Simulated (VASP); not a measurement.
A run of VASP 6.6.1 is set up as follows.

Contents of INCAR:

```
SYSTEM = Hf
PREC = Accurate
ENCUT = 520
EDIFF = 1E-6
ISMEAR = -1
SIGMA = 0.1
LREAL = .False.
LASPH = .True.
NELM = 80
ALGO = Normal
ISIF = 2
LWAVE = .False.
LCHARG = .True.
GGA = PE
LELF = .True.
LVHAR = .True.
NBANDS = 11
```

KPOINTS

```
Automatic mesh
0
Gamma
  16 16 16
  0 0 0
```

POSCAR

```
Hf
1.0
    0.0000000000      2.1821414496      2.1821414496
    2.1821414496      0.0000000000      2.1821414496
    2.1821414496      2.1821414496      0.0000000000
Hf
1
Direct
    0.0000000000      0.0000000000      0.0000000000
```

Potentials or basis: VASP PAW PBE potentials, release 64 (Hf_pv).

The run is started by

```sh
$ cat potpaw_PBE.64/Hf_pv/POTCAR > POTCAR
$ mpirun -np 1 vasp_std > vasp.out
```

(1) What does it give for the band gap on the k mesh?

(2) Estimate the pressure.

Results:

(1) zero (band 5 reaches 6.70 eV, above the bottom of band 6 at 4.85 eV).

(2) 9.2 GPa.

Caveat: spin-orbit coupling is left out, which moves the levels of the heavy elements.
